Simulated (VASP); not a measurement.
# SrO (P6_3/mmc) in VASP: further runs

Aim: see how the results for SrO move with the level of theory and the settings. Levels: PBE, r2SCAN. Tasks: single point.

Everything below comes from runs of VASP 6.6.1. Logs are shortened: lines on timing, memory, paths and dates and some standing lists are left out, and cuts for length are marked.

### Step 1. The cell of the first run

The structure is hexagonal, space group P6_3/mmc (No. 194). The conventional cell has a = 4.290 Å, b = 4.290 Å, c = 5.184 Å, α = 90.00°, β = 90.00°, γ = 120.00°. Sr (site symmetry -6m2) has 5 O at 2.48 to 2.59 Å within 3.3 Å. Within 3.3 Å of O (site symmetry -6m2) lie 5 Sr at 2.48 to 2.59 Å.

### Step 2. Single point, PBE

The input, INCAR:

```
  PREC = Accurate
  ENCUT = 520
  EDIFF = 1E-6
  ISMEAR = 0
  SIGMA = 0.02
  LREAL = False
  LASPH = True
  NELM = 80
  ALGO = Normal
  ISIF = 2
  LWAVE = False
  LCHARG = True
  GGA = PE
  LELF = True
  LVHAR = True
  NBANDS = 24
```

The input, KPOINTS:

```
regular mesh
0
Gamma
  6 6 6
```

The input, POSCAR:

```
SrO
1.0
    4.2903151937      0.0000000000      0.0000000000
   -2.1451575969      3.7155219480      0.0000000000
    0.0000000000      0.0000000000      5.1841505800
Sr O
2 2
Direct
    0.3333333333      0.6666666667      0.9375024113
    0.6666666667      0.3333333333      0.4375024113
    0.3333333333      0.6666666667      0.4374975887
    0.6666666667      0.3333333333      0.9374975887
```

Potentials or basis: VASP PAW PBE potentials, release 64 (Sr_sv, O).

Run with:

```
$ cat potpaw_PBE.64/Sr_sv/POTCAR potpaw_PBE.64/O/POTCAR > POTCAR
$ mpirun -np 1 vasp_std > vasp.out
```

OUTCAR:

```text
PREC = Accurate
   ENCUT = 520
   EDIFF = 1E-6
   ISMEAR = 0
   LREAL = False
   LASPH = True
   NELM = 80
   ISIF = 2
   GGA = PE

 ion  position               nearest neighbor table
   1  0.333  0.667  0.938-   4 2.48   4 2.48   4 2.48   3 2.59   3 2.59   2 3.59   2 3.59   2 3.59
                             2 3.59   2 3.59   2 3.59
   2  0.667  0.333  0.438-   3 2.48   3 2.48   3 2.48   4 2.59   4 2.59   1 3.59   1 3.59   1 3.59
                             1 3.59   1 3.59   1 3.59
   3  0.333  0.667  0.437-   2 2.48   2 2.48   2 2.48   1 2.59   1 2.59
   4  0.667  0.333  0.937-   1 2.48   1 2.48   1 2.48   2 2.59   2 2.59

  LATTYP: Found a hexagonal cell.
 ALAT       =     4.2903151937
 C/A-ratio  =     1.2083379300

  Lattice vectors:

 A1 = (   4.2903151937,   0.0000000000,   0.0000000000)
 A2 = (  -2.1451575969,   3.7155219480,   0.0000000000)
 A3 = (   0.0000000000,   0.0000000000,   5.1841505800)

Analysis of symmetry for initial positions (statically):
=====================================================================
 Subroutine PRICEL returns:
 Original cell was already a primitive cell.

 Routine SETGRP: Setting up the symmetry group for a
 hexagonal supercell.

 Subroutine GETGRP returns: Found 24 space group operations
 (whereof  6 operations were pure point group operations)
 out of a pool of 24 trial point group operations.

The static configuration has the point symmetry C_3v.
 The point group associated with its full space group is D_6h.

Analysis of symmetry for dynamics (positions and initial velocities):
=====================================================================
 Subroutine PRICEL returns:
 Original cell was already a primitive cell.

 Routine SETGRP: Setting up the symmetry group for a
 hexagonal supercell.

 Subroutine GETGRP returns: Found 24 space group operations
 (whereof  6 operations were pure point group operations)
 out of a pool of 24 trial point group operations.

The dynamic configuration has the point symmetry C_3v.
 The point group associated with its full space group is D_6h.

 Subroutine INISYM returns: Found 24 space group operations
 (whereof  6 operations are pure point group operations),
 and found     1 'primitive' translations

----------------------------------------------------------------------------------------

                                     Primitive cell

  volume of cell :      82.6393

  direct lattice vectors                    reciprocal lattice vectors
[... 91 lines left out ...]
   EDIFF  = 0.1E-05   stopping-criterion for ELM
   LREAL  =      F    real-space projection
   EDIFFG = 0.1E-04   stopping-criterion for IOM
   NSW    =      0    number of steps for IOM
   IBRION =     -1    ionic relax: 0-MD 1-quasi-New 2-CG
   NFREE  =      0    steps in history (QN), initial steepest desc. (CG)
   ISIF   =      2    stress and relaxation
   ISYM   =      2    0-nonsym 1-usesym 2-fastsym
   POTIM  = 0.5000    time-step for ionic-motion
   TEBEG  =    0.0;   TEEND  =   0.0 temperature during run
   PSTRESS=    0.0 pullay stress
   NELECT =      32.0000    total number of electrons
   NUPDOWN=      -1.0000    fix difference up-down
   EMIN   =  10.00;   EMAX   =-10.00  energy-range for DOS
   EFERMI =   0.00;   METHOD = LEGACY
   ISMEAR =     0;   SIGMA  =   0.02  broadening in eV -4-tet -1-fermi 0-gaus
   EFERMI_NEDOS =   21; number of points for ismear=-14 and -15
   IALGO  =     38    algorithm
   IMIX   =      4    mixing-type and parameters
     AMIX     =   0.40;   BMIX     =  1.00
     AMIX_MAG =   1.60;   BMIX_MAG =  1.00
  volume/ion in A,a.u.               =      20.66       139.42
  Fermi-wavevector in a.u.,A,eV,Ry     =   1.193244  2.254904 19.372402  1.423831
  Thomas-Fermi vector in A             =   2.329263
   LORBIT       =      0    0 simple, 1 ext, 2 COOP (PROOUT), +10 PAW based schemes
   GGA     = PE    functional components
   LHFCALC =     F    Hartree Fock is set to
   AEXX    =    0.0000 exact exchange contribution
   IVDW    =     0    specifies the selected vdW correction
   LEPSILON=     F    determine dielectric tensor
   LRPA    =     F    only Hartree local field effects (RPA)
 non-spin polarized calculation
 Gauss-broadening in eV      SIGMA  =   0.02
  energy-cutoff  :      520.00
  volume of cell :       82.64
 maximum number of plane-waves:      2256
 NGX is ok and might be reduce to    32
   NGX = 15   NGY = 15   NGZ = 19

 number of electron      32.0000006 magnetization

 Free energy of the ion-electron system (eV)
  ---------------------------------------------------
  ext. energy  EPLUGINS =         0.00000000
  ---------------------------------------------------
  free energy    TOTEN  =       -23.90536429 eV

  energy without entropy =      -23.90536429  energy(sigma->0) =      -23.90536429

 E-fermi :   0.8622     XC(G=0):  -8.8867

 val. band max:        0.7110999631   @ k =   0.0000   0.0000   0.0000
 cond. band min:       3.3051767164   @ k =   0.0000   0.0000   0.0000
 fundamental gap:      2.5940767533
 Fermi energy:         0.8622476891

 k-point     1 :       0.0000    0.0000    0.0000
  band No.  band energies     occupation
      1     -31.7532      2.00000
      2     -31.5978      2.00000
      3     -14.3005      2.00000
      4     -14.2934      2.00000
      5     -14.2608      2.00000
      6     -13.8829      2.00000
[... 637 lines left out ...]
     23       9.0036      0.00000
     24       9.0036      0.00000

 [... further k-points ...]

------------------------ aborting loop because EDIFF is reached ----------------------------------------

  FORCE on cell =-STRESS in cart. coord.  units (eV):
  Direction    XX          YY          ZZ          XY          YZ          ZX
  --------------------------------------------------------------------------------------
  -------------------------------------------------------------------------------------
  Total        0.2187321      0.2187321      0.2208799     -0.0000000     -0.0000000      0.0000000
  in kB        4.2406892      4.2406892      4.2823295     -0.0000000     -0.0000000      0.0000000
  external PRESSURE =       4.2545693 kB  Pullay stress =       0.0000000 kB

 VOLUME and BASIS-vectors are now :
 -----------------------------------------------------------------------------
  energy-cutoff  :      520.00
  volume of cell :       82.64
      direct lattice vectors                 reciprocal lattice vectors
     4.290315194  0.000000000  0.000000000     0.233083108  0.134570595  0.000000000
    -2.145157597  3.715521948  0.000000000     0.000000000  0.269141190  0.000000000
     0.000000000  0.000000000  5.184150580     0.000000000  0.000000000  0.192895632

 POSITION                                       TOTAL-FORCE (eV/Angst)
 -----------------------------------------------------------------------------------
     -0.00000      2.47701      4.86015        -0.000000      0.000000     -0.000000
      2.14516      1.23851      2.26808         0.000000      0.000000     -0.000000
     -0.00000      2.47701      2.26805        -0.000000      0.000000      0.000000
      2.14516      1.23851      4.86013         0.000000     -0.000000      0.000000
 -----------------------------------------------------------------------------------
    total drift:                               -0.000000      0.000000      0.060596

  FREE ENERGIE OF THE ION-ELECTRON SYSTEM (eV)
  ---------------------------------------------------
  free  energy   TOTEN  =       -23.9053642884 eV

  energy  without entropy=      -23.9053642884  energy(sigma->0) =      -23.90536429
```

stdout:

```text
POSCAR found type information on POSCAR SrO
 POSCAR found :  2 types and       4 ions
 scaLAPACK will be used
 LDA part: xc-table for (Slater+PW92), standard interpolation
 POSCAR, INCAR and KPOINTS ok, starting setup
 FFT: planning ... GRIDC
 FFT: planning ... GRID_SOFT
 FFT: planning ... GRID
 WAVECAR not read
 entering main loop
```

Wall time 19 s (1 thread of Intel Xeon 6975P-C (Granite Rapids), shared host); peak memory 0.21 GiB.

Results:

| Item | Value |
| --- | --- |
| Free energy | -23.9054 eV |
| Pressure | 0.4 GPa |
| Band gap on the k mesh | 2.59 eV, direct |

### Step 3. Single point, r2SCAN

POSCAR is that of step 2.

The input, INCAR.step1:

```
SYSTEM = SrO
PREC = Accurate
ENCUT = 520
ISMEAR = 0
SIGMA = 0.02
LREAL = .False.
LASPH = .True.
NELM = 60
NBANDS = 24
GGA = PE
ALGO = Normal
EDIFF = 1E-4
LWAVE = .True.
LCHARG = .False.
```

The input, INCAR.step2:

```
SYSTEM = SrO
PREC = Accurate
ENCUT = 520
EDIFF = 1E-6
ISMEAR = 0
SIGMA = 0.02
LREAL = .False.
LASPH = .True.
NELM = 60
ALGO = Normal
ISIF = 2
LWAVE = .False.
LCHARG = .False.
METAGGA = R2SCAN
LMIXTAU = .True.
NBANDS = 24
ISTART = 1
```

The input, KPOINTS:

```
regular mesh
0
Gamma
  6 6 6
  0 0 0
```

Potentials or basis: VASP PAW PBE potentials, release 64 (Sr_sv, O).

Run with:

```
$ cat potpaw_PBE.64/Sr_sv/POTCAR potpaw_PBE.64/O/POTCAR > POTCAR
$ cp INCAR.step1 INCAR
$ mpirun -np 1 vasp_std > vasp.out
$ cp INCAR.step2 INCAR
$ mpirun -np 1 vasp_std > vasp.out
```

OUTCAR:

```text
SYSTEM = SrO
   PREC = Accurate
   ENCUT = 520
   EDIFF = 1E-6
   ISMEAR = 0
   LREAL = .False.
   LASPH = .True.
   NELM = 60
   ISIF = 2
   METAGGA = R2SCAN
   ISTART = 1

 ion  position               nearest neighbor table
   1  0.333  0.667  0.938-   4 2.48   4 2.48   4 2.48   3 2.59   3 2.59   2 3.59   2 3.59   2 3.59
                             2 3.59   2 3.59   2 3.59
   2  0.667  0.333  0.438-   3 2.48   3 2.48   3 2.48   4 2.59   4 2.59   1 3.59   1 3.59   1 3.59
                             1 3.59   1 3.59   1 3.59
   3  0.333  0.667  0.437-   2 2.48   2 2.48   2 2.48   1 2.59   1 2.59
[... 855 lines left out ...]
  -------------------------------------------------------------------------------------
  Total       -0.3470380     -0.3470380     -0.5819392      0.0000000      0.0000000      0.0000000
  in kB       -6.7282327     -6.7282327    -11.2824011      0.0000000      0.0000000      0.0000000
  external PRESSURE =      -8.2462889 kB  Pullay stress =       0.0000000 kB

 VOLUME and BASIS-vectors are now :
 -----------------------------------------------------------------------------
  energy-cutoff  :      520.00
  volume of cell :       82.64
      direct lattice vectors                 reciprocal lattice vectors
     4.290315194  0.000000000  0.000000000     0.233083108  0.134570595  0.000000000
    -2.145157597  3.715521948  0.000000000     0.000000000  0.269141190  0.000000000
     0.000000000  0.000000000  5.184150580     0.000000000  0.000000000  0.192895632

 POSITION                                       TOTAL-FORCE (eV/Angst)
 -----------------------------------------------------------------------------------
     -0.00000      2.47701      4.86015        -0.000000      0.000000      0.000000
      2.14516      1.23851      2.26808         0.000000     -0.000000     -0.000000
     -0.00000      2.47701      2.26805        -0.000000      0.000000     -0.000000
      2.14516      1.23851      4.86013         0.000000     -0.000000      0.000000
 -----------------------------------------------------------------------------------
    total drift:                               -0.000000      0.000000      0.060616

  FREE ENERGIE OF THE ION-ELECTRON SYSTEM (eV)
  ---------------------------------------------------
  free  energy   TOTEN  =       -53.7631291728 eV

  energy  without entropy=      -53.7631291728  energy(sigma->0) =      -53.76312917
```

OSZICAR.step1:

```text
N       E                     dE             d eps       ncg     rms          rms(c)
DAV:   1     0.201982717885E+03    0.20198E+03   -0.16216E+04  1344   0.125E+03
DAV:   2    -0.153980479150E+02   -0.21738E+03   -0.20267E+03  1832   0.290E+02
DAV:   3    -0.293052522491E+02   -0.13907E+02   -0.13821E+02  2152   0.674E+01
DAV:   4    -0.296737099912E+02   -0.36846E+00   -0.36823E+00  1808   0.932E+00
DAV:   5    -0.296796907418E+02   -0.59808E-02   -0.59806E-02  1968   0.102E+00    0.232E+01
DAV:   6    -0.242120411820E+02    0.54676E+01   -0.26042E+01  1544   0.263E+01    0.280E+01
DAV:   7    -0.240085220025E+02    0.20352E+00   -0.19727E+00  1760   0.799E+00    0.164E+01
DAV:   8    -0.238984140049E+02    0.11011E+00   -0.52829E-01  1616   0.500E+00    0.240E+00
DAV:   9    -0.238974260206E+02    0.98798E-03   -0.49369E-02  1880   0.140E+00    0.518E-01
DAV:  10    -0.239044799933E+02   -0.70540E-02   -0.67836E-03  1408   0.483E-01    0.179E-01
DAV:  11    -0.239050398011E+02   -0.55981E-03   -0.19699E-03  1760   0.228E-01    0.118E-01
DAV:  12    -0.239053594598E+02   -0.31966E-03   -0.51558E-04  1312   0.123E-01    0.259E-02
DAV:  13    -0.239053632013E+02   -0.37415E-05   -0.20413E-05  1272   0.281E-02
   1 F= -.23905363E+02 E0= -.23905363E+02  d E =-.499513E-29
```

Wall time 66 s (1 thread of Intel Xeon 6975P-C (Granite Rapids), shared host); peak memory 0.22 GiB.

Results:

```
Free energy            : -53.7631 eV
Pressure               : -0.8 GPa
Band gap on the k mesh : 2.98 eV, direct
```

Stress tensor (GPa, compression positive):
```
-0.67  0.00  0.00
 0.00 -0.67  0.00
 0.00  0.00 -1.13
```

Levels at points of the mesh, in eV from the valence-band top:
```csv
k point,band 14,band 15,band 16,band 17,band 18,band 19
"(0.00, 0.00, 0.00)",-0.87,-0.36,0.00,2.98,6.70,6.70
"(0.50, 0.00, 0.00)",-0.36,-0.33,-0.25,4.61,5.24,5.60
"(0.00, 0.00, 0.50)",-1.05,-1.05,-1.05,4.67,4.67,8.40
"(0.50, 0.00, 0.50)",-0.87,-0.42,-0.42,5.26,5.26,7.92
```

Caveat: the PAW data sets were made with another functional, which shifts forces and pressure a little. A k mesh can miss the band edges.
